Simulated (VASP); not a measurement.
Input of a VASP 6.6.1 run:

Contents of INCAR:

```
SYSTEM = Ta3N
PREC = Accurate
ENCUT = 520
EDIFF = 1E-7
ISMEAR = -1
SIGMA = 0.05
LREAL = .False.
LASPH = .True.
NELM = 150
ALGO = Normal
ISIF = 2
LWAVE = .False.
LCHARG = .False.
MAGMOM = 0 0 0 0 0 0 0 0 0 0 0 0
LORBIT = 11
LSORBIT = .True.
GGA_COMPAT = .False.
LORBMOM = .True.
LMAXMIX = 4
LDAU = .True.
LDAUTYPE = 2
LDAUL = 2 -1
LDAUU = 6 0
LDAUJ = 0 0
LDAUPRINT = 1
GGA = PE
NBANDS = 52
```

The input KPOINTS:

```
regular mesh
0
Gamma
  8 8 3
  0 0 0
```

File POSCAR:

```
Ta3N
1.0
    3.0322239879      0.0000000000      0.0000000000
   -1.5161119940      2.6259830035      0.0000000000
    0.0000000000      0.0000000000      7.5241370000
Ta N
3 1
Direct
    0.6666666667      0.3333333333      0.8260700000
    0.3333333333      0.6666666667      0.1739300000
    0.0000000000      0.0000000000      0.5000000000
    0.0000000000      0.0000000000      0.0000000000
```

Potentials or basis: VASP PAW PBE potentials, release 64 (Ta_pv, N).

Command:

```sh
$ cat potpaw_PBE.64/Ta_pv/POTCAR potpaw_PBE.64/N/POTCAR > POTCAR
$ mpirun -np 1 vasp_ncl > vasp.out
```

(1) Predict the net moment.

(2) Estimate the largest force.

(3) Estimate the pressure.

Answers

(1) 0.00 μB per cell.

(2) 0.577 eV/Å.

(3) 18.9 GPa.
